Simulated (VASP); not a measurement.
Wanted: the native input for a VASP 6.6.1 run.

```yaml
Task: single point
Functional: r2SCAN
Potentials_or_basis: VASP PAW PBE potentials, release 64 (Be, S)
Cutoff: 520 eV
k_mesh: 10 × 10 × 10
Occupations: gaussian, width 0.01 eV
Spin: no spin polarisation
Dipole_correction: no
Further_INCAR_settings: ALGO = Normal; EDIFF = 1e-06; NBANDS = 11
```

Crystal: BeS.

```xyz
2
Lattice="0.0000 2.4343 2.4343 2.4343 0.0000 2.4343 2.4343 2.4343 0.0000" Properties=species:S:1:pos:R:3 pbc="T T T"
Be    0.0000    0.0000    0.0000
S     1.2172    1.2172    1.2172
```

The input as run:

POSCAR

```
BeS
1.0
    0.0000000000      2.4343062304      2.4343062304
    2.4343062304      0.0000000000      2.4343062304
    2.4343062304      2.4343062304      0.0000000000
Be S
1 1
Direct
    0.0000000000      0.0000000000      0.0000000000
    0.2500000000      0.2500000000      0.2500000000
```

INCAR.step1

```
SYSTEM = BeS
ALGO = Normal
EDIFF = 1E-4
ENCUT = 520
GGA = PE
ISMEAR = 0
LASPH = .True.
LCHARG = .False.
LREAL = .False.
LWAVE = .True.
NBANDS = 11
NELM = 80
PREC = Accurate
SIGMA = 0.01
```

INCAR.step2

```
SYSTEM = BeS
ALGO = Normal
EDIFF = 1E-6
ENCUT = 520
ISIF = 2
ISMEAR = 0
ISTART = 1
LASPH = .True.
LCHARG = .False.
LMIXTAU = .True.
LREAL = .False.
LWAVE = .False.
METAGGA = R2SCAN
NBANDS = 11
NELM = 80
PREC = Accurate
SIGMA = 0.01
```

KPOINTS

```
k-points
0
Gamma
  10 10 10
  0 0 0
```

Potentials or basis: VASP PAW PBE potentials, release 64 (Be, S).

Launch:

```sh
$ cat potpaw_PBE.64/Be/POTCAR potpaw_PBE.64/S/POTCAR > POTCAR
$ cp INCAR.step1 INCAR
$ mpirun -np 1 vasp_std > vasp.out
$ cp INCAR.step2 INCAR
$ mpirun -np 1 vasp_std > vasp.out
```

Results of the run:

| Quantity | Value |
| --- | --- |
| Pressure | 0.3 GPa |
| Band gap on the k mesh | 3.60 eV, indirect (least direct gap 6.26 eV) |

Caveat: the PAW data sets were made with another functional, which shifts forces and pressure a little.

Run time: 39 s on 1 thread of Intel(R) Xeon(R) 6975P-C (Granite Rapids), with other jobs on the host, peak memory 0.16 GiB.
